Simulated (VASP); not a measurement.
# TbO (Cmcm) in VASP: notebook

The runs below take TbO through single point, relaxation of cell and atoms, with PBE.

Everything below comes from runs of VASP 6.6.1. Logs are shortened: lines on timing, memory, paths and dates and some standing lists are left out, and cuts for length are marked.

### 1 The cell of the first run

Symmetry: Cmcm, No. 63, orthorhombic system. Conventional cell: a = 3.269 Å, b = 13.279 Å, c = 3.259 Å, α = 90.00°, β = 90.00°, γ = 90.00°. Tb (site symmetry m2m) has 5 O at 2.35 to 2.37 Å within 3.1 Å. Within 3.1 Å of O (site symmetry m2m) lie 5 Tb at 2.35 to 2.37 Å and 4 O at 2.94 Å.

The cell was generated, and may not be a known phase.

### 2 Single point, PBE

Input file INCAR:

```
PREC     = Accurate       # precision mode
ENCUT    = 600            # plane-wave cutoff, eV
EDIFF    = 1E-6           # SCF threshold, eV
ISMEAR   = 0              # smearing method
SIGMA    = 0.1            # smearing width, eV
LREAL    = False          # projectors in reciprocal space
LASPH    = True           # aspherical terms in the spheres
NELM     = 200            # most SCF steps
ALGO     = Normal         # electronic algorithm
ISIF     = 2              # what is computed and relaxed
LWAVE    = False          # write WAVECAR
LCHARG   = False          # write CHGCAR
GGA      = PE             # functional
NBANDS   = 23             # bands
GGA_COMPAT= False        
LMAXMIX  = 6              # l up to which the mixer works
```

Input file KPOINTS:

```
regular mesh
0
Gamma
  6 6 6
```

Input file POSCAR:

```
TbO
1.0
    1.6345148065     -6.6394948597      0.0000000000
    1.6345148065      6.6394948597      0.0000000000
    0.0000000000      0.0000000000      3.2594064180
Tb O
2 2
Direct
    0.1418161215      0.8581838785      0.2500000000
    0.8581838785      0.1418161215      0.7500000000
    0.3188576284      0.6811423716      0.2500000000
    0.6811423716      0.3188576284      0.7500000000
```

Potentials or basis: VASP PAW PBE potentials, release 64 (Tb_3, O), 4f in core.

The run is started by

```bash
$ cat potpaw_PBE.64/Tb_3/POTCAR potpaw_PBE.64/O/POTCAR > POTCAR
$ mpirun -np 1 vasp_std > vasp.out
```

OUTCAR:

```text
PREC = Accurate
   ENCUT = 600
   EDIFF = 1E-6
   ISMEAR = 0
   LREAL = False
   LASPH = True
   NELM = 200
   ISIF = 2
   GGA = PE

 ion  position               nearest neighbor table
   1  0.142  0.858  0.250-   3 2.35   4 2.37   4 2.37   4 2.37   4 2.37   2 3.69   2 3.69   2 3.69
                             2 3.69
   2  0.858  0.142  0.750-   4 2.35   3 2.37   3 2.37   3 2.37   3 2.37   1 3.69   1 3.69   1 3.69
                             1 3.69
   3  0.319  0.681  0.250-   1 2.35   2 2.37   2 2.37   2 2.37   2 2.37
   4  0.681  0.319  0.750-   2 2.35   1 2.37   1 2.37   1 2.37   1 2.37

  LATTYP: Found a base centered orthorhombic cell.
 ALAT       =     3.2690296130
 B/A-ratio  =     4.0620585591
 C/A-ratio  =     0.9970562533

  Lattice vectors:

 A1 = (   1.6345148065,  -6.6394948597,   0.0000000000)
 A2 = (   1.6345148065,   6.6394948597,   0.0000000000)
 A3 = (   0.0000000000,   0.0000000000,   3.2594064180)

Analysis of symmetry for initial positions (statically):
=====================================================================
 Subroutine PRICEL returns:
 Original cell was already a primitive cell.

 Routine SETGRP: Setting up the symmetry group for a
 base centered orthorhombic supercell.

 Subroutine GETGRP returns: Found  8 space group operations
 (whereof  4 operations were pure point group operations)
 out of a pool of  8 trial point group operations.

The static configuration has the point symmetry C_2h.
 The point group associated with its full space group is D_2h.

Analysis of symmetry for dynamics (positions and initial velocities):
=====================================================================
 Subroutine PRICEL returns:
 Original cell was already a primitive cell.

 Routine SETGRP: Setting up the symmetry group for a
 base centered orthorhombic supercell.

 Subroutine GETGRP returns: Found  8 space group operations
 (whereof  4 operations were pure point group operations)
 out of a pool of  8 trial point group operations.

The dynamic configuration has the point symmetry C_2h.
 The point group associated with its full space group is D_2h.

 Subroutine INISYM returns: Found  8 space group operations
 (whereof  4 operations are pure point group operations),
 and found     1 'primitive' translations

----------------------------------------------------------------------------------------

                                     Primitive cell

  volume of cell :      70.7445

  direct lattice vectors                    reciprocal lattice vectors
[... 93 lines left out ...]
   EDIFFG = 0.1E-04   stopping-criterion for IOM
   NSW    =      0    number of steps for IOM
   IBRION =     -1    ionic relax: 0-MD 1-quasi-New 2-CG
   NFREE  =      0    steps in history (QN), initial steepest desc. (CG)
   ISIF   =      2    stress and relaxation
   ISYM   =      2    0-nonsym 1-usesym 2-fastsym
   POTIM  = 0.5000    time-step for ionic-motion
   TEBEG  =    0.0;   TEEND  =   0.0 temperature during run
   PSTRESS=    0.0 pullay stress
   NELECT =      30.0000    total number of electrons
   NUPDOWN=      -1.0000    fix difference up-down
   EMIN   =  10.00;   EMAX   =-10.00  energy-range for DOS
   EFERMI =   0.00;   METHOD = LEGACY
   ISMEAR =     0;   SIGMA  =   0.10  broadening in eV -4-tet -1-fermi 0-gaus
   EFERMI_NEDOS =   21; number of points for ismear=-14 and -15
   IALGO  =     38    algorithm
   IMIX   =      4    mixing-type and parameters
     AMIX     =   0.40;   BMIX     =  1.00
     AMIX_MAG =   1.60;   BMIX_MAG =  1.00
  volume/ion in A,a.u.               =      17.69       119.35
  Fermi-wavevector in a.u.,A,eV,Ry     =   1.229941  2.324252 20.582295  1.512756
  Thomas-Fermi vector in A             =   2.364809
   LORBIT       =      0    0 simple, 1 ext, 2 COOP (PROOUT), +10 PAW based schemes
   GGA     = PE    functional components
   LHFCALC =     F    Hartree Fock is set to
   AEXX    =    0.0000 exact exchange contribution
   IVDW    =     0    specifies the selected vdW correction
   LEPSILON=     F    determine dielectric tensor
   LRPA    =     F    only Hartree local field effects (RPA)
 non-spin polarized calculation
 Gauss-broadening in eV      SIGMA  =   0.10
  energy-cutoff  :      600.00
  volume of cell :       70.74
 maximum number of plane-waves:      2393
 NGX is ok and might be reduce to    56
   NGX = 27   NGY = 27   NGZ = 13

 number of electron      29.9999999 magnetization

 Free energy of the ion-electron system (eV)
  ---------------------------------------------------
  ext. energy  EPLUGINS =         0.00000000
  ---------------------------------------------------
  free energy    TOTEN  =       -30.09774140 eV

  energy without entropy =      -30.08365354  energy(sigma->0) =      -30.09069747

 E-fermi :   4.7928     XC(G=0): -10.4359

 val. band max:        4.7901043957   @ k =   0.1667   0.0000   0.0000
 cond. band min:       4.8013106911   @ k =   0.5000   0.5000   0.1667
 fundamental gap:      0.0112062954
 Fermi energy:         4.7927990955

 k-point     1 :       0.0000    0.0000    0.0000
  band No.  band energies     occupation
      1     -19.2768      2.00000
      2     -18.4197      2.00000
      3     -18.3223      2.00000
      4     -18.3119      2.00000
      5     -18.2333      2.00000
      6     -18.2107      2.00000
[... 613 lines left out ...]
     22       8.6311      0.00000
     23       8.8175      0.00000

 [... further k-points ...]

------------------------ aborting loop because EDIFF is reached ----------------------------------------

  FORCE on cell =-STRESS in cart. coord.  units (eV):
  Direction    XX          YY          ZZ          XY          YZ          ZX
  --------------------------------------------------------------------------------------
  -------------------------------------------------------------------------------------
  Total        0.2275368      0.0591823      0.2267903      0.0000000      0.0000000      0.0000000
  in kB        5.1531149      1.3403250      5.1362091      0.0000000      0.0000000      0.0000000
  external PRESSURE =       3.8765496 kB  Pullay stress =       0.0000000 kB

 VOLUME and BASIS-vectors are now :
 -----------------------------------------------------------------------------
  energy-cutoff  :      600.00
  volume of cell :       70.74
      direct lattice vectors                 reciprocal lattice vectors
     1.634514806 -6.639494860  0.000000000     0.305901175 -0.075306934  0.000000000
     1.634514806  6.639494860  0.000000000     0.305901175  0.075306934  0.000000000
     0.000000000  0.000000000  3.259406418     0.000000000  0.000000000  0.306804329

 POSITION                                       TOTAL-FORCE (eV/Angst)
 -----------------------------------------------------------------------------------
      1.63451      4.75632      0.81485         0.000000      0.061850      0.000000
      1.63451     -4.75632      2.44455         0.000000     -0.061850      0.000000
      1.63451      2.40539      0.81485         0.000000      0.016576     -0.000000
      1.63451     -2.40539      2.44455         0.000000     -0.016576     -0.000000
 -----------------------------------------------------------------------------------
    total drift:                                0.000000      0.000000     -0.000000

  FREE ENERGIE OF THE ION-ELECTRON SYSTEM (eV)
  ---------------------------------------------------
  free  energy   TOTEN  =       -30.0977414008 eV

  energy  without entropy=      -30.0836535376  energy(sigma->0) =      -30.09069747
```

OSZICAR:

```text
N       E                     dE             d eps       ncg     rms          rms(c)
DAV:   1     0.207728161926E+03    0.20773E+03   -0.15630E+04  2392   0.137E+03
DAV:   2    -0.149868238296E+02   -0.22271E+03   -0.21137E+03  2811   0.373E+02
DAV:   3    -0.337002665742E+02   -0.18713E+02   -0.18170E+02  3107   0.832E+01
DAV:   4    -0.341137617208E+02   -0.41350E+00   -0.40973E+00  2900   0.131E+01
DAV:   5    -0.341220009697E+02   -0.82392E-02   -0.82350E-02  3235   0.168E+00    0.337E+01
DAV:   6    -0.301120553406E+02    0.40099E+01   -0.21332E+01  3121   0.302E+01    0.269E+01
DAV:   7    -0.300996434290E+02    0.12412E-01   -0.18136E+00  2778   0.891E+00    0.167E+01
DAV:   8    -0.301143107888E+02   -0.14667E-01   -0.21506E-01  3009   0.365E+00    0.401E+00
DAV:   9    -0.300982484827E+02    0.16062E-01   -0.94266E-02  2952   0.185E+00    0.915E-01
DAV:  10    -0.300976746618E+02    0.57382E-03   -0.62688E-03  2996   0.618E-01    0.191E-01
DAV:  11    -0.300977341730E+02   -0.59511E-04   -0.36905E-04  2875   0.144E-01    0.588E-02
DAV:  12    -0.300977414390E+02   -0.72660E-05   -0.35321E-05  2974   0.435E-02    0.196E-02
DAV:  13    -0.300977414008E+02    0.38191E-07   -0.90671E-06  2948   0.199E-02
   1 F= -.30097741E+02 E0= -.30090697E+02  d E =-.140879E-01
```

stdout:

```text
POSCAR found type information on POSCAR TbO
 POSCAR found :  2 types and       4 ions
 scaLAPACK will be used
 LDA part: xc-table for (Slater+PW92), standard interpolation
 POSCAR, INCAR and KPOINTS ok, starting setup
 FFT: planning ... GRIDC
 FFT: planning ... GRID_SOFT
 FFT: planning ... GRID
 WAVECAR not read
 entering main loop
```

It took 1.9 min on 1 thread of AMD EPYC 9R45 (Zen 5), shared host; peak memory 0.3 GiB.

What came out:

- Free energy: -30.0977 eV
- Pressure: 0.4 GPa
- Largest force: 0.062 eV/Å
- Band gap on the k mesh: zero (bands 15 and 16 overlap by 2.52 eV)

Forces on the atoms (eV/Å):
```
Tb   0.000  0.062  0.000
Tb   0.000 -0.062  0.000
O    0.000  0.017  0.000
O    0.000 -0.017  0.000
```

Stress tensor (GPa, compression positive):
```
0.52 0.00 0.00
0.00 0.13 0.00
0.00 0.00 0.51
```

Caveat: spin-orbit coupling is left out, which moves the levels of the heavy elements; the 4f electrons are frozen in the core, so they carry no moment and show no levels; the run has no spin polarisation, though such a crystal can be magnetic. With open d or f shells a metallic result of PBE can be an artefact of self-interaction; +U or a hybrid may open a gap.

(Part 1 of 2 ends here.)

The gap in the log of VASP goes by the Fermi energy; the results here count the filled bands.